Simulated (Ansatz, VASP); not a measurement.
## Two plane-wave programs on Se

```
Se
1.0
    -1.73752    1.73752    1.70345
     1.73752   -1.73752    1.70345
     1.73752    1.73752   -1.70345
Se
1
Direct
  0.00000 0.00000 0.00000
```

Change from the starting cell: strain +0.0200 x Voigt [1, 1, 0, 0, 0, 0], atoms carried along.

Alike in both runs: task single point; functional LDA; k mesh 20 × 20 × 20; occupations gaussian, width 0.15 eV; no spin polarisation.

```csv
,VASP,Ansatz
version,VASP 6.6.1,Ansatz 0.2.0
potentials or method,"VASP PAW LDA potentials, release 64 (Se), cutoff 520 eV","scalar-relativistic, plane waves, PAW"
valence electrons in the cell,6,16
```

Ansatz gave:

| Item | Value |
| --- | --- |
| gap on the k mesh at the Fermi level (eV) | none |
| pressure (GPa) | -6.2 |
| traceless stress, the component that is largest in VASP (GPa) | 0.91 |

Estimate VASP's values.

gap on the k mesh at the Fermi level (eV): none; pressure (GPa): -6.1; traceless stress, the component that is largest in VASP (GPa): 0.91.

LDA's correlation is that of Perdew and Zunger in VASP and of Perdew and Wang (1992) in Ansatz. A gap of «none» marks a metal or a gap that the smearing closes. VASP's potentials hold 6 valence electrons a cell and Ansatz's 16, so a difference there can come from the potentials and not from the codes.
